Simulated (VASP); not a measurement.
Input of a VASP 6.6.1 run:

The input POSCAR:

```
SiC
1.0
    0.0000000000      2.1780497564      2.1780497564
    2.1780497564      0.0000000000      2.1780497564
    2.1780497564      2.1780497564      0.0000000000
Si C
1 1
Direct
    0.2500000000      0.2500000000      0.2500000000
    0.0000000000      0.0000000000      0.0000000000
```

File INCAR.step1:

```
ALGO = Normal
EDIFF = 1E-5
ENCUT = 520
GGA = PE
ISIF = 2
ISMEAR = 0
LASPH = T
LCHARG = F
LREAL = F
LWAVE = T
NBANDS = 11
NELM = 100
PREC = Accurate
SIGMA = 0.01
```

The input INCAR.step2:

```
AEXX = 0.1
ALGO = Normal
EDIFF = 1E-7
ENCUT = 520
GGA = PE
HFSCREEN = 0.1
ISIF = 2
ISMEAR = 0
ISTART = 1
LASPH = T
LCHARG = F
LHFCALC = T
LREAL = F
LWAVE = F
NBANDS = 11
NELM = 100
PREC = Accurate
PRECFOCK = Normal
SIGMA = 0.01
```

The input KPOINTS:

```
k-points
0
Gamma
  4 4 4
```

Potentials or basis: VASP PAW PBE potentials, release 64 (Si, C).

Command:

```sh
$ cat potpaw_PBE.64/Si/POTCAR potpaw_PBE.64/C/POTCAR > POTCAR
$ cp INCAR.step1 INCAR
$ mpirun -np 1 vasp_std > vasp.out
$ cp INCAR.step2 INCAR
$ mpirun -np 1 vasp_std > vasp.out
```

Problem. What does it give for the band gap on the k mesh?

Solution. 1.82 eV, indirect (least direct gap 5.15 eV).

Problem. Estimate the pressure.

Solution. 1.7 GPa.

Caveat: the k points lie up to 0.62 Å⁻¹ apart; the PAW data sets were made with another functional, which shifts forces and pressure a little. A k mesh can miss the band edges.
